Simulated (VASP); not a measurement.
# As (Pm-3m) in VASP: notebook

The runs below take As through single point, with HSE06, r2SCAN-based global hybrid with 35 % exact exchange.

Program: VASP 6.6.1. These are calculated values, not measurements. Logs are shortened: lines on timing, memory, paths and dates and some standing lists are left out, and cuts for length are marked.

**1. The cell of the first run**

It takes space group Pm-3m (No. 221, cubic). The conventional cell has a = 2.722 Å, b = 2.722 Å, c = 2.722 Å, α = 90.00°, β = 90.00°, γ = 90.00°. Within 3.6 Å of As (site symmetry m-3m) lie 6 As at 2.72 Å.

This isn't the form of As at room conditions, which is rhombohedral.

**2. Single point, HSE06**

POSCAR

```
As
1.0
    2.7215874433      0.0000000000      0.0000000000
    0.0000000000      2.7215874433      0.0000000000
    0.0000000000      0.0000000000      2.7215874433
As
1
Direct
    0.5000000000      0.5000000000      0.5000000000
```

INCAR.step1

```
SYSTEM = As
PREC     = Accurate       ! precision mode
ENCUT    = 400            ! plane-wave cutoff, eV
EDIFF    = 1E-5           ! SCF threshold, eV
ISMEAR   = -1             ! smearing method
SIGMA    = 0.05           ! smearing width, eV
LREAL    = .FALSE.        ! projectors in reciprocal space
LASPH    = .TRUE.         ! aspherical terms in the spheres
NELM     = 120            ! most SCF steps
ALGO     = Normal         ! electronic algorithm
ISIF     = 2              ! what is computed and relaxed
LWAVE    = .TRUE.         ! write WAVECAR
GGA      = PE             ! functional
NBANDS   = 14             ! bands
GGA_COMPAT= .FALSE.
```

INCAR.step2

```
SYSTEM = As
PREC     = Accurate       ! precision mode
ENCUT    = 400            ! plane-wave cutoff, eV
EDIFF    = 1E-6           ! SCF threshold, eV
ISMEAR   = -1             ! smearing method
SIGMA    = 0.05           ! smearing width, eV
LREAL    = .FALSE.        ! projectors in reciprocal space
LASPH    = .TRUE.         ! aspherical terms in the spheres
NELM     = 120            ! most SCF steps
ALGO     = Normal         ! electronic algorithm
ISIF     = 2              ! what is computed and relaxed
LWAVE    = .FALSE.        ! write WAVECAR
LCHARG   = .TRUE.         ! write CHGCAR
GGA      = PE             ! functional
LHFCALC  = .TRUE.         ! exact exchange
HFSCREEN = 0.2079         ! screening, 1/A
PRECFOCK = Normal       
LELF     = .TRUE.         ! ELF
LVHAR    = .TRUE.       
ISTART   = 1            
NBANDS   = 14             ! bands
GGA_COMPAT= .FALSE.
```

KPOINTS

```
Automatic mesh
0
G
  6 6 6
  0 0 0
```

Potentials or basis: VASP PAW PBE potentials, release 64 (As_d).

The run is started by

```console
cat potpaw_PBE.64/As_d/POTCAR > POTCAR
cp INCAR.step1 INCAR
mpirun -np 1 vasp_std > vasp.out
cp INCAR.step2 INCAR
mpirun -np 1 vasp_std > vasp.out
```

OUTCAR:

```text
SYSTEM = As
   PREC = Accurate
   ENCUT = 400
   EDIFF = 1E-6
   ISMEAR = -1
   LREAL = .FALSE.
   LASPH = .TRUE.
   NELM = 120
   ISIF = 2
   GGA = PE
   LHFCALC = .TRUE.
   HFSCREEN = 0.2079
   PRECFOCK = Normal
   ISTART = 1

 ion  position               nearest neighbor table
   1  0.500  0.500  0.500-

  LATTYP: Found a simple cubic cell.
 ALAT       =     2.7215874433

  Lattice vectors:

 A1 = (   2.7215874433,   0.0000000000,   0.0000000000)
 A2 = (   0.0000000000,   2.7215874433,   0.0000000000)
 A3 = (   0.0000000000,   0.0000000000,   2.7215874433)

Analysis of symmetry for initial positions (statically):
=====================================================================
 Subroutine PRICEL returns:
 Original cell was already a primitive cell.

 Routine SETGRP: Setting up the symmetry group for a
 simple cubic supercell.

 Subroutine GETGRP returns: Found 48 space group operations
 (whereof 48 operations were pure point group operations)
 out of a pool of 48 trial point group operations.

The static configuration has the point symmetry O_h .

Analysis of symmetry for dynamics (positions and initial velocities):
=====================================================================
 Subroutine PRICEL returns:
 Original cell was already a primitive cell.

 Routine SETGRP: Setting up the symmetry group for a
 simple cubic supercell.

 Subroutine GETGRP returns: Found 48 space group operations
 (whereof 48 operations were pure point group operations)
 out of a pool of 48 trial point group operations.

The dynamic configuration has the point symmetry O_h .

 Subroutine INISYM returns: Found 48 space group operations
 (whereof 48 operations are pure point group operations),
 and found     1 'primitive' translations

----------------------------------------------------------------------------------------

                                     Primitive cell

  volume of cell :      20.1589

  direct lattice vectors                    reciprocal lattice vectors
     2.721587443  0.000000000  0.000000000     0.367432618  0.000000000  0.000000000
     0.000000000  2.721587443  0.000000000     0.000000000  0.367432618  0.000000000
     0.000000000  0.000000000  2.721587443     0.000000000  0.000000000  0.367432618

  length of vectors
     2.721587443  2.721587443  2.721587443     0.367432618  0.367432618  0.367432618

  position of ions in fractional coordinates (direct lattice)
     0.500000000  0.500000000  0.500000000

  ion indices of the primitive-cell ions
   primitive index   ion index
                 1           1

----------------------------------------------------------------------------------------

 KPOINTS: Automatic mesh

Automatic generation of k-mesh.
 Grid dimensions read from file:
 generate k-points for:    6    6    6

 Generating k-lattice:

  Cartesian coordinates                     Fractional coordinates (reciprocal lattice)
     0.061238770  0.000000000  0.000000000     0.166666667  0.000000000  0.000000000
     0.000000000  0.061238770  0.000000000     0.000000000  0.166666667  0.000000000
     0.000000000  0.000000000  0.061238770     0.000000000  0.000000000  0.166666667

  Length of vectors
     0.061238770  0.061238770  0.061238770

  Shift w.r.t. Gamma in fractional coordinates (k-lattice)
     0.000000000  0.000000000  0.000000000

 Subroutine IBZKPT returns following result:
 ===========================================

 Found     20 irreducible k-points:

 Following reciprocal coordinates:
            Coordinates               Weight
  0.000000  0.000000  0.000000      1.000000
  0.166667  0.000000  0.000000      6.000000
  0.333333  0.000000  0.000000      6.000000
  0.500000  0.000000  0.000000      3.000000
  0.166667  0.166667  0.000000     12.000000
  0.333333  0.166667  0.000000     24.000000
[... 12 lines left out ...]
  0.500000  0.500000  0.333333      6.000000
  0.500000  0.500000  0.500000      1.000000
   k-points           NKPTS =     20   k-points in BZ     NKDIM =    216   number of bands    NBANDS=     14
   number of dos      NEDOS =    301   number of ions     NIONS =      1
   total plane-waves  NPLWV =   5832
   dimension x,y,z NGX =    18 NGY =   18 NGZ =   18
   dimension x,y,z NGXF=    36 NGYF=   36 NGZF=   36
   ions per type =               1
   NGX,Y,Z   is equivalent  to a cutoff of  11.00, 11.00, 11.00 a.u.
   NGXF,Y,Z  is equivalent  to a cutoff of  21.99, 21.99, 21.99 a.u.
 SYSTEM =  As
   PREC   = accura    normal or accurate (medium, high low for compatibility)
   ISTART =      1    job   : 0-new  1-cont  2-samecut
   ICHARG =      0    charge: 1-file 2-atom 10-const
   ISPIN  =      1    spin polarized calculation?
   LNONCOLLINEAR =      F non collinear calculations
   LSORBIT =      F    spin-orbit coupling
   LASPH  =      T    aspherical Exc in radial PAW
   ENCUT  =  400.0 eV  29.40 Ry    5.42 a.u.   4.44  4.44  4.44*2*pi/ulx,y,z
   NELM   =    120;   NELMIN=  2; NELMDL=  0     # of ELM steps
   EDIFF  = 0.1E-05   stopping-criterion for ELM
   LREAL  =      F    real-space projection
   EDIFFG = 0.1E-04   stopping-criterion for IOM
   NSW    =      0    number of steps for IOM
   IBRION =     -1    ionic relax: 0-MD 1-quasi-New 2-CG
   NFREE  =      0    steps in history (QN), initial steepest desc. (CG)
   ISIF   =      2    stress and relaxation
   ISYM   =      3    0-nonsym 1-usesym 2-fastsym
   POTIM  = 0.5000    time-step for ionic-motion
   TEBEG  =    0.0;   TEEND  =   0.0 temperature during run
   PSTRESS=    0.0 pullay stress
   NELECT =      15.0000    total number of electrons
   NUPDOWN=      -1.0000    fix difference up-down
   EMIN   =  10.00;   EMAX   =-10.00  energy-range for DOS
   EFERMI =   0.00;   METHOD = LEGACY
   ISMEAR =    -1;   SIGMA  =   0.05  broadening in eV -4-tet -1-fermi 0-gaus
   EFERMI_NEDOS =   21; number of points for ismear=-14 and -15
   IALGO  =     38    algorithm
   IMIX   =      1    mixing-type and parameters
     AMIX     =   0.40;   BMIX     =  1.00
     AMIX_MAG =   1.60;   BMIX_MAG =  1.00
  volume/ion in A,a.u.               =      20.16       136.04
  Fermi-wavevector in a.u.,A,eV,Ry     =   1.483484  2.803379 29.942691  2.200726
  Thomas-Fermi vector in A             =   2.597140
   LORBIT       =      0    0 simple, 1 ext, 2 COOP (PROOUT), +10 PAW based schemes
   GGA     = PE    functional components
   LHFCALC =     T    Hartree Fock is set to
   PRECFOCK=normal    Normal, Fast or Accurate (Low or Medium for compatibility)
   ENCUT4O =  -1.0   cutoff for four orbital integrals eV
   NKREDX  =     1    reduce k-point grid by
   NKREDY  =     1    reduce k-point grid by
   NKREDZ  =     1    reduce k-point grid by
   AEXX    =    0.2500 exact exchange contribution
   HFSCREEN=    0.2079 screening length (either q_TF or 0.3 A-1)
   HFSCREENC=   0.2079 screening length for correlation (either q_TF or 0.3 A-1)
   ENCUTFOCK=  -1.0 apply spherical cutoff to Coloumb kernel
   IVDW    =     0    specifies the selected vdW correction
   LEPSILON=     F    determine dielectric tensor
   LRPA    =     F    only Hartree local field effects (RPA)
 non-spin polarized calculation
  energy-cutoff  :      400.00
  volume of cell :       20.16
 maximum number of plane-waves:       380
 NGX is ok and might be reduce to    18
  NGX = 14; NGY = 14; NGZ = 14

 number of electron      15.0000034 magnetization

 Free energy of the ion-electron system (eV)
  ---------------------------------------------------
  ext. energy  EPLUGINS =         0.00000000
  ---------------------------------------------------
  free energy    TOTEN  =        -5.49287443 eV

  energy without entropy =       -5.48784198  energy(sigma->0) =       -5.49035820

 E-fermi :   4.2668     XC(G=0):  -9.1494

 val. band max:        4.1856390141   @ k =   0.1667   0.1667   0.0000
 cond. band min:       4.3478154214   @ k =   0.5000   0.3333   0.3333
 fundamental gap:      0.1621764073
 Fermi energy:         4.2668455039

 k-point     1 :       0.0000    0.0000    0.0000
  band No.  band energies     occupation
      1     -36.1197      2.00000
      2     -36.1197      2.00000
      3     -36.0157      2.00000
      4     -36.0157      2.00000
      5     -36.0157      2.00000
      6     -12.7064      2.00000
      7       8.5253      0.00000
      8       8.5253      0.00000
      9       8.5253      0.00000
     10      13.0066      0.00000
     11      13.0066      0.00000
     12      14.9862      0.00000
     13      31.8342      0.00000
     14      31.8342      0.00000

 k-point     2 :       0.1667    0.0000    0.0000
  band No.  band energies     occupation
      1     -36.1187      2.00000
      2     -36.0984      2.00000
      3     -36.0223      2.00000
      4     -36.0223      2.00000
      5     -36.0151      2.00000
      6     -12.1568      2.00000
      7       3.9549      1.99610
      8       9.0084      0.00000
      9       9.0084      0.00000
     10      13.5068      0.00000
     11      14.8180      0.00000
     12      18.9704      0.00000
     13      26.1125      0.00000
     14      26.1125      0.00000

 k-point     3 :       0.3333    0.0000    0.0000
  band No.  band energies     occupation
      1     -36.1168      2.00000
      2     -36.0551      2.00000
      3     -36.0352      2.00000
      4     -36.0352      2.00000
      5     -36.0140      2.00000
      6     -10.6248      2.00000
      7      -1.2427      2.00000
      8      10.1976      0.00000
      9      10.1976      0.00000
     10      14.8530      0.00000
     11      16.4671      0.00000
     12      21.6494      0.00000
     13      21.6494      0.00000
     14      22.3021      0.00000
[... 256 lines left out ...]
 k-point    19 :       0.5000    0.5000    0.3333
  band No.  band energies     occupation
      1     -36.0707      2.00000
      2     -36.0621      2.00000
      3     -36.0621      2.00000
      4     -36.0054      2.00000
      5     -35.9830      2.00000
      6      -3.4017      2.00000
      7       0.7905      2.00000
      8       0.7905      2.00000
      9       4.7409      0.00015
     10       8.8080      0.00000
     11      12.3362      0.00000
     12      12.3362      0.00000
     13      16.6332      0.00000
     14      33.9422      0.00000

 k-point    20 :       0.5000    0.5000    0.5000
  band No.  band energies     occupation
      1     -36.0697      2.00000
      2     -36.0697      2.00000
      3     -36.0697      2.00000
      4     -35.9826      2.00000
      5     -35.9826      2.00000
      6      -1.5630      2.00000
      7       1.6863      2.00000
      8       1.6863      2.00000
      9       1.6863      2.00000
     10      10.3322      0.00000
     11      10.3322      0.00000
     12      10.3322      0.00000
     13      13.9900      0.00000
     14      42.2262      0.00000

------------------------ aborting loop because EDIFF is reached ----------------------------------------

  FORCE on cell =-STRESS in cart. coord.  units (eV):
  Direction    XX          YY          ZZ          XY          YZ          ZX
  --------------------------------------------------------------------------------------
  -------------------------------------------------------------------------------------
  Total       -0.2918590     -0.2918590     -0.2918590     -0.0000000      0.0000000     -0.0000000
  in kB      -23.1961989    -23.1961989    -23.1961989     -0.0000000      0.0000000     -0.0000000
  external PRESSURE =     -23.1961989 kB  Pullay stress =       0.0000000 kB

 VOLUME and BASIS-vectors are now :
 -----------------------------------------------------------------------------
  energy-cutoff  :      400.00
  volume of cell :       20.16
      direct lattice vectors                 reciprocal lattice vectors
     2.721587443  0.000000000  0.000000000     0.367432618  0.000000000  0.000000000
     0.000000000  2.721587443  0.000000000     0.000000000  0.367432618  0.000000000
     0.000000000  0.000000000  2.721587443     0.000000000  0.000000000  0.367432618

 POSITION                                       TOTAL-FORCE (eV/Angst)
 -----------------------------------------------------------------------------------
      1.36079      1.36079      1.36079         0.000000      0.000000      0.000000
 -----------------------------------------------------------------------------------
    total drift:                                0.000049      0.000068      0.000058

  FREE ENERGIE OF THE ION-ELECTRON SYSTEM (eV)
  ---------------------------------------------------
  free  energy   TOTEN  =        -5.4928744298 eV

  energy  without entropy=       -5.4878419759  energy(sigma->0) =       -5.49035820
```

It took 8.1 min on 1 thread of Intel Xeon Platinum 8259CL at 2.50GHz (Skylake/Cascade Lake), shared host; peak memory 0.22 GiB.

Results:

```yaml
Free_energy: -5.4929 eV
Pressure: -2.3 GPa
Band_gap_on_the_k_mesh: zero (an odd number of electrons rules out a gap without spin polarisation)
```

Caveat: the k points lie up to 0.38 Å⁻¹ apart, too coarse for converged energies and pressures of a metal; the PAW data sets were made with another functional, which shifts forces and pressure a little; an odd number of electrons without spin polarisation forces a metal; a magnetic or distorted state may lie lower.

**3. Single point, r2SCAN-based global hybrid with 35 % exact exchange**

This run uses another cell than the first one, of 19.76 Å³/atom.

POSCAR

```
As
1.0
    2.7036817444      0.0000000000      0.0000000000
    0.0000000000      2.7036817444      0.0000000000
    0.0000000000      0.0000000000      2.7036817444
As
1
Direct
    0.5000000000      0.5000000000      0.5000000000
```

INCAR.step1

```
SYSTEM = As
ALGO = Normal
EDIFF = 1E-5
ENCUT = 440
GGA = PE
GGA_COMPAT = .False.
ISIF = 2
ISMEAR = -1
LASPH = .True.
LCHARG = .False.
LREAL = .False.
LWAVE = .True.
NBANDS = 14
NELM = 120
PREC = Accurate
SIGMA = 0.05
```

INCAR.step2

```
SYSTEM = As
AEXX = 0.35
ALGO = Normal
EDIFF = 1E-6
ENCUT = 440
GGA_COMPAT = .False.
ISIF = 2
ISMEAR = -1
ISTART = 1
LASPH = .True.
LCHARG = .False.
LHFCALC = .True.
LMIXTAU = .True.
LREAL = .False.
LWAVE = .False.
METAGGA = R2SCAN
NBANDS = 14
NELM = 120
PREC = Accurate
PRECFOCK = Normal
SIGMA = 0.05
```

KPOINTS

```
k-points
0
Gamma
  6 6 6
  0 0 0
```

Potentials or basis: VASP PAW PBE potentials, release 64 (As_d).

The run is started by

```console
cat potpaw_PBE.64/As_d/POTCAR > POTCAR
cp INCAR.step1 INCAR
mpirun -np 1 vasp_std > vasp.out
cp INCAR.step2 INCAR
mpirun -np 1 vasp_std > vasp.out
```

Run time: 24 min. Hardware: 1 thread of AMD EPYC, shared host; peak memory 0.09 GiB.

It converged, with:

| Item | Value |
| --- | --- |
| Free energy | -13.3696 eV |
| Pressure | -3.5 GPa |
| Band gap on the k mesh | zero (an odd number of electrons rules out a gap without spin polarisation) |

Levels at points of the mesh, in eV from the Fermi level:
```csv
k point,band 3,band 4,band 5,band 6,band 7,band 8,band 9,band 10,band 11,band 12
"(0.00, 0.00, 0.00)",-43.12,-43.12,-43.12,-18.92,5.04,5.04,5.04,9.70,9.70,12.21
"(0.50, 0.00, 0.00)",-43.15,-43.15,-43.12,-15.17,-9.55,7.85,7.85,12.89,15.88,16.82
"(0.50, 0.50, 0.00)",-43.15,-43.15,-43.10,-11.17,-6.42,-6.42,3.12,10.39,19.13,20.07
"(0.50, 0.50, 0.50)",-43.18,-43.09,-43.09,-6.35,-3.43,-3.43,-3.43,6.90,6.90,6.90
```

Caveat: the k points lie up to 0.39 Å⁻¹ apart, too coarse for converged energies and pressures of a metal; the PAW data sets were made with another functional, which shifts forces and pressure a little; an odd number of electrons without spin polarisation forces a metal; a magnetic or distorted state may lie lower.

The gap in the log of VASP goes by the Fermi energy; the results here count the filled bands.